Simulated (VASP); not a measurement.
# Be2C (Fm-3m) in VASP: further runs

The runs below take Be2C through relaxation of cell and atoms, with r2SCAN.

All numbers are computed with VASP 6.6.1; they aren't measurements. Logs are shortened: lines on timing, memory, paths and dates and some standing lists are left out, and cuts for length are marked.

### 1 The cell of the first run

The structure is cubic, space group Fm-3m (No. 225). Conventional cell: a = 4.330 Å, b = 4.330 Å, c = 4.330 Å, α = 90.00°, β = 90.00°, γ = 90.00°. Be (site symmetry -43m) has 4 C at 1.87 Å and 6 Be at 2.17 Å within 2.5 Å. Within 2.5 Å of C (site symmetry m-3m) lie 8 Be at 1.87 Å.

### 2 Relaxation of cell and atoms, r2SCAN, target pressure 5 GPa, at which the enthalpy is minimised

File POSCAR:

```
Be2C
1.0
    0.0000000000      2.1650000000      2.1650000000
    2.1650000000      0.0000000000      2.1650000000
    2.1650000000      2.1650000000      0.0000000000
Be C
2 1
Direct
    0.2500000000      0.2500000000      0.2500000000
    0.7500000000      0.7500000000      0.7500000000
    0.0000000000      0.0000000000      0.0000000000
```

File INCAR.step1:

```
SYSTEM = Be2C
  ALGO = Normal
  EDIFF = 1E-5
  EDIFFG = -0.005
  ENCUT = 660
  GGA = PE
  GGA_COMPAT = .FALSE.
  IBRION = 2
  ISIF = 3
  ISMEAR = 0
  LASPH = .TRUE.
  LCHARG = .FALSE.
  LREAL = .FALSE.
  LWAVE = .TRUE.
  NELM = 120
  NELMIN = 4
  NSW = 100
  PREC = Accurate
  SIGMA = 0.01
```

File INCAR.step2:

```
SYSTEM = Be2C
  ALGO = Normal
  EDIFF = 1E-7
  EDIFFG = -0.01
  ENCUT = 660
  GGA_COMPAT = .FALSE.
  IBRION = 2
  ISIF = 3
  ISMEAR = 0
  ISTART = 1
  LASPH = .TRUE.
  LCHARG = .FALSE.
  LMIXTAU = .TRUE.
  LREAL = .FALSE.
  LWAVE = .FALSE.
  METAGGA = R2SCAN
  NELM = 120
  NELMIN = 4
  NSW = 80
  PREC = Accurate
  PSTRESS = 50.0
  SIGMA = 0.01
```

File KPOINTS:

```
k-points
0
G
  8 8 8
  0 0 0
```

Potentials or basis: VASP PAW PBE potentials, release 64 (Be, C).

Launch:

```console
$ cat potpaw_PBE.64/Be/POTCAR potpaw_PBE.64/C/POTCAR > POTCAR
$ cp INCAR.step1 INCAR
$ mpirun -np 1 vasp_std > vasp.out
$ cp INCAR.step2 INCAR
$ mpirun -np 1 vasp_std > vasp.out
```

OUTCAR:

```text
SYSTEM = Be2C
   EDIFF = 1E-7
   EDIFFG = -0.01
   ENCUT = 660
   IBRION = 2
   ISIF = 3
   ISMEAR = 0
   ISTART = 1
   LASPH = .TRUE.
   LREAL = .FALSE.
   METAGGA = R2SCAN
   NELM = 120
   NELMIN = 4
   NSW = 80
   PREC = Accurate
   PSTRESS = 50.0

 ion  position               nearest neighbor table
   1  0.250  0.250  0.250-   3 1.87   3 1.87   3 1.87   3 1.87   2 2.17   2 2.17   2 2.17   2 2.17
                             2 2.17   2 2.17
   2  0.750  0.750  0.750-   3 1.87   3 1.87   3 1.87   3 1.87   1 2.17   1 2.17   1 2.17   1 2.17
                             1 2.17   1 2.17
   3  0.000  0.000  0.000-   2 1.87   2 1.87   2 1.87   1 1.87   2 1.87   1 1.87   1 1.87   1 1.87

  LATTYP: Found a face centered cubic cell.
 ALAT       =     4.3300000000

  Lattice vectors:

 A1 = (   0.0000000000,   2.1650000000,   2.1650000000)
 A2 = (   2.1650000000,   0.0000000000,   2.1650000000)
 A3 = (   2.1650000000,   2.1650000000,   0.0000000000)

Analysis of symmetry for initial positions (statically):
=====================================================================
 Subroutine PRICEL returns:
 Original cell was already a primitive cell.

 Routine SETGRP: Setting up the symmetry group for a
 face centered cubic supercell.

 Subroutine GETGRP returns: Found 48 space group operations
 (whereof 48 operations were pure point group operations)
 out of a pool of 48 trial point group operations.

The static configuration has the point symmetry O_h .

Analysis of symmetry for dynamics (positions and initial velocities):
=====================================================================
 Subroutine PRICEL returns:
 Original cell was already a primitive cell.

 Routine SETGRP: Setting up the symmetry group for a
 face centered cubic supercell.

 Subroutine GETGRP returns: Found 48 space group operations
 (whereof 48 operations were pure point group operations)
 out of a pool of 48 trial point group operations.

The dynamic configuration has the point symmetry O_h .

 Subroutine INISYM returns: Found 48 space group operations
 (whereof 48 operations are pure point group operations),
 and found     1 'primitive' translations

----------------------------------------------------------------------------------------

                                     Primitive cell

  volume of cell :      20.2957

  direct lattice vectors                    reciprocal lattice vectors
     0.000000000  2.165000000  2.165000000    -0.230946882  0.230946882  0.230946882
     2.165000000  0.000000000  2.165000000     0.230946882 -0.230946882  0.230946882
     2.165000000  2.165000000  0.000000000     0.230946882  0.230946882 -0.230946882

  length of vectors
     3.061772363  3.061772363  3.061772363     0.400011734  0.400011734  0.400011734

  position of ions in fractional coordinates (direct lattice)
     0.250000000  0.250000000  0.250000000
     0.750000000  0.750000000  0.750000000
     0.000000000  0.000000000  0.000000000

  ion indices of the primitive-cell ions
   primitive index   ion index
                 1           1
                 2           2
                 3           3

----------------------------------------------------------------------------------------

 KPOINTS: k-points

Automatic generation of k-mesh.
 Grid dimensions read from file:
 generate k-points for:    8    8    8

 Generating k-lattice:

  Cartesian coordinates                     Fractional coordinates (reciprocal lattice)
    -0.028868360  0.028868360  0.028868360     0.125000000  0.000000000  0.000000000
     0.028868360 -0.028868360  0.028868360     0.000000000  0.125000000  0.000000000
     0.028868360  0.028868360 -0.028868360     0.000000000  0.000000000  0.125000000

  Length of vectors
     0.050001467  0.050001467  0.050001467

  Shift w.r.t. Gamma in fractional coordinates (k-lattice)
     0.000000000  0.000000000  0.000000000

 Subroutine IBZKPT returns following result:
 ===========================================

 Found     29 irreducible k-points:

 Following reciprocal coordinates:
            Coordinates               Weight
  0.000000  0.000000  0.000000      1.000000
  0.125000  0.000000  0.000000      8.000000
  0.250000  0.000000  0.000000      8.000000
  0.375000  0.000000  0.000000      8.000000
  0.500000  0.000000  0.000000      4.000000
  0.125000  0.125000  0.000000      6.000000
[... 16 lines left out ...]
  0.500000  0.250000  0.125000     48.000000
 -0.375000  0.250000  0.125000     24.000000
 [... further k-points ...]
   k-points           NKPTS =     29   k-points in BZ     NKDIM =     29   number of bands    NBANDS=      8
   number of dos      NEDOS =    301   number of ions     NIONS =      3
   total plane-waves  NPLWV =  21952
   dimension x,y,z NGX =    28 NGY =   28 NGZ =   28
   dimension x,y,z NGXF=    56 NGYF=   56 NGZF=   56
   ions per type =               2   1
   NGX,Y,Z   is equivalent  to a cutoff of  15.20, 15.20, 15.20 a.u.
   NGXF,Y,Z  is equivalent  to a cutoff of  30.41, 30.41, 30.41 a.u.
 SYSTEM =  Be2C
   PREC   = accura    normal or accurate (medium, high low for compatibility)
   ISTART =      1    job   : 0-new  1-cont  2-samecut
   ICHARG =      0    charge: 1-file 2-atom 10-const
   ISPIN  =      1    spin polarized calculation?
   LNONCOLLINEAR =      F non collinear calculations
   LSORBIT =      F    spin-orbit coupling
   LASPH  =      T    aspherical Exc in radial PAW
   ENCUT  =  660.0 eV  48.51 Ry    6.96 a.u.   6.41  6.41  6.41*2*pi/ulx,y,z
   NELM   =    120;   NELMIN=  4; NELMDL=  0     # of ELM steps
   EDIFF  = 0.1E-06   stopping-criterion for ELM
   LREAL  =      F    real-space projection
   EDIFFG = -.1E-01   stopping-criterion for IOM
   NSW    =     80    number of steps for IOM
   IBRION =      2    ionic relax: 0-MD 1-quasi-New 2-CG
   NFREE  =      1    steps in history (QN), initial steepest desc. (CG)
   ISIF   =      3    stress and relaxation
   ISYM   =      2    0-nonsym 1-usesym 2-fastsym
   POTIM  = 0.5000    time-step for ionic-motion
   TEBEG  =    0.0;   TEEND  =   0.0 temperature during run
   PSTRESS=   50.0 pullay stress
   NELECT =       8.0000    total number of electrons
   NUPDOWN=      -1.0000    fix difference up-down
   EMIN   =  10.00;   EMAX   =-10.00  energy-range for DOS
   EFERMI =   0.00;   METHOD = LEGACY
   ISMEAR =     0;   SIGMA  =   0.01  broadening in eV -4-tet -1-fermi 0-gaus
   EFERMI_NEDOS =   21; number of points for ismear=-14 and -15
   IALGO  =     38    algorithm
   IMIX   =      4    mixing-type and parameters
     AMIX     =   0.40;   BMIX     =  1.00
     AMIX_MAG =   1.60;   BMIX_MAG =  1.00
  volume/ion in A,a.u.               =       6.77        45.65
  Fermi-wavevector in a.u.,A,eV,Ry     =   1.200338  2.268310 19.603432  1.440812
  Thomas-Fermi vector in A             =   2.336177
   LORBIT       =      0    0 simple, 1 ext, 2 COOP (PROOUT), +10 PAW based schemes
   METAGGA = R2SCAN    functional components
   LHFCALC =     F    Hartree Fock is set to
   AEXX    =    0.0000 exact exchange contribution
   IVDW    =     0    specifies the selected vdW correction
   LEPSILON=     F    determine dielectric tensor
   LRPA    =     F    only Hartree local field effects (RPA)
 conjugate gradient relaxation of ions
 non-spin polarized calculation
 Gauss-broadening in eV      SIGMA  =   0.01
  energy-cutoff  :      660.00
  volume of cell :       20.30
 maximum number of plane-waves:       817
 NGX is ok and might be reduce to    28
   NGX = 13   NGY = 13   NGZ = 13

--------------------------------------- Ionic step        1  -------------------------------------------

 number of electron       8.0000000 magnetization

 Free energy of the ion-electron system (eV)
  ---------------------------------------------------
  ext. energy  EPLUGINS =         0.00000000
  ---------------------------------------------------
  free energy    TOTEN  =       -19.47577749 eV

  energy without entropy =      -19.47577749  energy(sigma->0) =      -19.47577749

------------------------ aborting loop because EDIFF is reached ----------------------------------------

  FORCE on cell =-STRESS in cart. coord.  units (eV):
  Direction    XX          YY          ZZ          XY          YZ          ZX
  --------------------------------------------------------------------------------------
  -------------------------------------------------------------------------------------
  Total       -0.0635147     -0.0635147     -0.0635147      0.0000000      0.0000000      0.0000000
  in kB       -5.0139605     -5.0139605     -5.0139605      0.0000000      0.0000000      0.0000000
  external PRESSURE =     -55.0139605 kB  Pullay stress =      50.0000000 kB
[... 63 lines left out ...]
  enthalpy is  TOTEN    =       -18.8505616323 eV   P V=        0.6123218052

--------------------------------------- Ionic step        3  -------------------------------------------

 number of electron       8.0000000 magnetization

 Free energy of the ion-electron system (eV)
  ---------------------------------------------------
  ext. energy  EPLUGINS =         0.00000000
  ---------------------------------------------------
  free energy    TOTEN  =       -19.46863177 eV

  energy without entropy =      -19.46863177  energy(sigma->0) =      -19.46863177

 E-fermi :   8.0557     XC(G=0): -12.1296

 val. band max:        7.9607778006   @ k =   0.0000   0.0000   0.0000
 cond. band min:       9.4968236448   @ k =   0.5000   0.5000   0.0000
 fundamental gap:      1.5360458442
 Fermi energy:         8.0556705825

 k-point     1 :       0.0000    0.0000    0.0000
  band No.  band energies     occupation
      1      -8.1675      2.00000
      2       7.9608      2.00000
      3       7.9608      2.00000
      4       7.9608      2.00000
      5      12.6286      0.00000
      6      12.6286      0.00000
      7      12.6286      0.00000
      8      15.6582      0.00000
[... 243 lines left out ...]
 k-point    24 :      -0.3750    0.2500    0.1250
  band No.  band energies     occupation
      1      -4.6645      2.00000
      2      -0.5453      2.00000
      3       3.5822      2.00000
      4       4.3799      2.00000
      5      13.7214      0.00000
      6      15.2782      0.00000
      7      18.7798      0.00000
      8      19.6731      0.00000

 [... further k-points ...]

------------------------ aborting loop because EDIFF is reached ----------------------------------------

  FORCE on cell =-STRESS in cart. coord.  units (eV):
  Direction    XX          YY          ZZ          XY          YZ          ZX
  --------------------------------------------------------------------------------------
  -------------------------------------------------------------------------------------
  Total        0.6144749      0.6144749      0.6144749      0.0000000      0.0000000      0.0000000
  in kB       49.7790490     49.7790490     49.7790490      0.0000000      0.0000000      0.0000000
  external PRESSURE =      -0.2209510 kB  Pullay stress =      50.0000000 kB
[... 18 lines left out ...]
  FREE ENERGIE OF THE ION-ELECTRON SYSTEM (eV)
  ---------------------------------------------------
  free  energy   TOTEN  =       -19.4686317748 eV

  energy  without entropy=      -19.4686317748  energy(sigma->0) =      -19.46863177

  enthalpy is  TOTEN    =       -18.8514294393 eV   P V=        0.6172023356

 reached required accuracy - stopping structural energy minimisation
```

Wall time 2.6 min (1 thread of Intel Xeon Platinum 8259CL at 2.50GHz (Skylake/Cascade Lake), shared host); peak memory 0.15 GiB.

Results:

```
Free energy                                                : -19.4686 eV
Relaxed volume                                             : 6.59 Å³/atom
Relaxed cell                                               : a = 3.035 Å, b = 3.035 Å, c = 3.035 Å, α = 60.00°, β = 60.00°, γ = 60.00°
Space group after relaxing (to 0.1 Å)                      : Fm-3m (No. 225)
Energy change on relaxing (the run minimises the enthalpy) : +2.4 meV/atom
Ionic steps                                                : 3
Pressure after relaxing                                    : 5.0 GPa
Band gap on the k mesh                                     : 1.54 eV (least direct gap 4.67 eV)
```

Step by step:
| step | energy change (eV) | largest force (eV/Å) | pressure (GPa) | volume (Å³) |
| --- | --- | --- | --- | --- |
| 1 | 0.0000 | 0.0000 | -0.50 | 20.30 |
| 2 | 0.0129 | 0.0000 | 6.76 | 19.62 |
| 3 | 0.0071 | 0.0000 | 4.98 | 19.78 |

Final structure:
```
Be C
1.0
     0.00000    2.14641    2.14641
     2.14641    0.00000    2.14641
     2.14641    2.14641    0.00000
Be C
2 1
Cartesian
  1.0732 1.0732 1.0732
  3.2196 3.2196 3.2196
  0.0000 0.0000 0.0000
```

Levels at points of the mesh, in eV from the valence-band top:
```
           k point  band 1  band 2  band 3  band 4  band 5  band 6  band 7  band 8
(0.00, 0.00, 0.00)  -16.13    0.00    0.00    0.00    4.67    4.67    4.67    7.70
(0.50, 0.00, 0.00)  -13.11   -9.24   -1.94   -1.94    5.58    5.58    7.84   10.96
(0.50, 0.50, 0.00)  -12.29   -7.23   -5.02   -5.02    1.54    6.35   14.68   14.68
```

Caveat: the cell is relaxed towards a set pressure, so the run minimises the enthalpy, not the energy; the PAW data sets were made with another functional, which shifts forces and pressure a little. r2SCAN opens gaps a little over a GGA but as a rule still falls short of measured ones.

### 3 Relaxation of cell and atoms, r2SCAN, target pressure 10 GPa, at which the enthalpy is minimised

POSCAR is that of step 2.

File INCAR.step1:

```
ALGO = Normal ; EDIFF = 1E-5
EDIFFG = -0.005 ; ENCUT = 660
GGA = PE ; GGA_COMPAT = F
IBRION = 2 ; ISIF = 3
ISMEAR = 0 ; LASPH = T
LCHARG = F ; LREAL = F
LWAVE = T ; NELM = 120
NELMIN = 4 ; NSW = 100
PREC = Accurate ; SIGMA = 0.01
```

File INCAR.step2:

```
ALGO = Normal ; EDIFF = 1E-7
EDIFFG = -0.01 ; ENCUT = 660
GGA_COMPAT = F ; IBRION = 2
ISIF = 3 ; ISMEAR = 0
ISTART = 1 ; LASPH = T
LCHARG = F ; LMIXTAU = T
LREAL = F ; LWAVE = F
METAGGA = R2SCAN ; NELM = 120
NELMIN = 4 ; NSW = 80
PREC = Accurate ; PSTRESS = 100.0
SIGMA = 0.01
```

File KPOINTS:

```
k-points
0
Gamma
  8 8 8
```

Potentials or basis: VASP PAW PBE potentials, release 64 (Be, C).

Launch:

```console
$ cat potpaw_PBE.64/Be/POTCAR potpaw_PBE.64/C/POTCAR > POTCAR
$ cp INCAR.step1 INCAR
$ mpirun -np 1 vasp_std > vasp.out
$ cp INCAR.step2 INCAR
$ mpirun -np 1 vasp_std > vasp.out
```

It took 2.6 min on 1 thread of Intel Xeon Platinum 8259CL at 2.50GHz (Skylake/Cascade Lake), shared host; peak memory 0.15 GiB.

The run converged. Its results:

| Quantity | Value |
| --- | --- |
| Free energy | -19.4488 eV |
| Relaxed volume | 6.45 Å³/atom |
| Relaxed cell | a = 3.014 Å, b = 3.014 Å, c = 3.014 Å, α = 60.00°, β = 60.00°, γ = 60.00° |
| Space group after relaxing (to 0.1 Å) | Fm-3m (No. 225) |
| Energy change on relaxing (the run minimises the enthalpy) | +9.0 meV/atom |
| Ionic steps | 3 |
| Pressure after relaxing | 10.0 GPa |
| Band gap on the k mesh | 1.55 eV (least direct gap 4.71 eV) |

The path:
```tsv
step	energy change (eV)	largest force (eV/Å)	pressure (GPa)	volume (Å³)
1	0.0000	0.0000	-0.50	20.30
2	0.0519	0.0000	14.22	19.02
3	0.0270	0.0000	9.99	19.35
```

Final structure:
```cif
data_structure
_symmetry_space_group_name_H-M 'P 1'
_symmetry_Int_Tables_number 1
_cell_length_a 3.0135
_cell_length_b 3.0135
_cell_length_c 3.0135
_cell_angle_alpha 60.000
_cell_angle_beta 60.000
_cell_angle_gamma 60.000
_cell_volume 19.35
loop_
_atom_site_label
_atom_site_type_symbol
_atom_site_fract_x
_atom_site_fract_y
_atom_site_fract_z
_atom_site_occupancy
Be1 Be 0.25000 0.25000 0.25000 1
Be2 Be 0.75000 0.75000 0.75000 1
C1 C 0.00000 0.00000 0.00000 1
```

Levels at points of the mesh, in eV from the valence-band top:
```csv
k point,band 1,band 2,band 3,band 4,band 5,band 6,band 7,band 8
"(0.00, 0.00, 0.00)",-16.30,0.00,0.00,0.00,4.71,4.71,4.71,7.96
"(0.50, 0.00, 0.00)",-13.22,-9.38,-1.98,-1.98,5.63,5.63,8.09,11.11
"(0.50, 0.50, 0.00)",-12.40,-7.31,-5.11,-5.11,1.55,6.51,14.93,14.93
```

Caveat: the cell is relaxed towards a set pressure, so the run minimises the enthalpy, not the energy; the PAW data sets were made with another functional, which shifts forces and pressure a little.

### 4 Relaxation of cell and atoms, r2SCAN, target pressure 20 GPa, at which the enthalpy is minimised

POSCAR is that of step 3.

File INCAR.step1:

```
PREC = Accurate ; ENCUT = 660
ISMEAR = 0 ; SIGMA = 0.01
LREAL = F ; LASPH = T
NELM = 120 ; GGA = PE
ALGO = Normal ; EDIFF = 1E-5
LWAVE = T ; LCHARG = F
GGA_COMPAT = F ; IBRION = 2
ISIF = 3 ; EDIFFG = -0.005
NELMIN = 4 ; NSW = 100
```

File INCAR.step2:

```
PREC = Accurate ; ENCUT = 660
EDIFF = 1E-7 ; ISMEAR = 0
SIGMA = 0.01 ; LREAL = F
LASPH = T ; NELM = 120
ALGO = Normal ; ISIF = 3
LWAVE = F ; LCHARG = F
METAGGA = R2SCAN ; LMIXTAU = T
IBRION = 2 ; NSW = 80
EDIFFG = -0.01 ; PSTRESS = 200.0
ISTART = 1 ; GGA_COMPAT = F
NELMIN = 4
```

File KPOINTS:

```
regular mesh
0
Gamma
  8 8 8
```

Launch:

```console
$ cat potpaw_PBE.64/Be/POTCAR potpaw_PBE.64/C/POTCAR > POTCAR
$ cp INCAR.step1 INCAR
$ mpirun -np 1 vasp_std > vasp.out
$ cp INCAR.step2 INCAR
$ mpirun -np 1 vasp_std > vasp.out
```

It took 2.7 min on 1 thread of Intel Xeon Platinum 8259CL at 2.50GHz (Skylake/Cascade Lake), shared host; peak memory 0.15 GiB.

It converged, with:

```
Free energy                                                : -19.3797 eV
Relaxed volume                                             : 6.20 Å³/atom
Relaxed cell                                               : a = 2.974 Å, b = 2.974 Å, c = 2.974 Å, α = 60.00°, β = 60.00°, γ = 60.00°
Space group after relaxing (to 0.1 Å)                      : Fm-3m (No. 225)
Energy change on relaxing (the run minimises the enthalpy) : +32.0 meV/atom
Ionic steps                                                : 3
Pressure after relaxing                                    : 20.0 GPa
Band gap on the k mesh                                     : 1.57 eV (least direct gap 4.79 eV)
```

Step by step:
| step | energy change (eV) | largest force (eV/Å) | pressure (GPa) | volume (Å³) |
| --- | --- | --- | --- | --- |
| 1 | 0.0000 | 0.0000 | -0.50 | 20.30 |
| 2 | 0.2165 | 0.0000 | 31.95 | 17.86 |
| 3 | 0.0961 | 0.0000 | 20.00 | 18.61 |

Final structure:
```xyz
3
Lattice="0.0000 2.1032 2.1032 2.1032 0.0000 2.1032 2.1032 2.1032 0.0000" Properties=species:S:1:pos:R:3 pbc="T T T"
Be    1.0516    1.0516    1.0516
Be    3.1548    3.1548    3.1548
C     0.0000    0.0000    0.0000
```

Levels at points of the mesh, in eV from the valence-band top:
```
           k point  band 1  band 2  band 3  band 4  band 5  band 6  band 7  band 8
(0.00, 0.00, 0.00)  -16.60    0.00    0.00    0.00    4.79    4.79    4.79    8.44
(0.50, 0.00, 0.00)  -13.43   -9.64   -2.05   -2.05    5.71    5.71    8.55   11.39
(0.50, 0.50, 0.00)  -12.60   -7.46   -5.29   -5.29    1.57    6.79   15.39   15.39
```

Caveat: the cell is relaxed towards a set pressure, so the run minimises the enthalpy, not the energy; the PAW data sets were made with another functional, which shifts forces and pressure a little.

### 5 Overview

```tsv
cell	gap on the mesh (eV)	pressure (GPa)
relaxed to 5 GPa	1.54	5.0
relaxed to 10 GPa	1.55	10.0
relaxed to 20 GPa	1.57	20.0
```

Alike in all rows: task relaxation of cell and atoms; level r2SCAN; potentials or basis VASP PAW PBE potentials, release 64 (Be, C); no spin polarisation; k mesh 8 × 8 × 8; cutoff (eV) 660; smearing gaussian 0.01 eV.

Caveats: the cell is relaxed towards a set pressure, so the run minimises the enthalpy, not the energy; the PAW data sets were made with another functional, which shifts forces and pressure a little.

Total energies depend on the potentials used, so only differences within one code and one set of settings carry meaning.
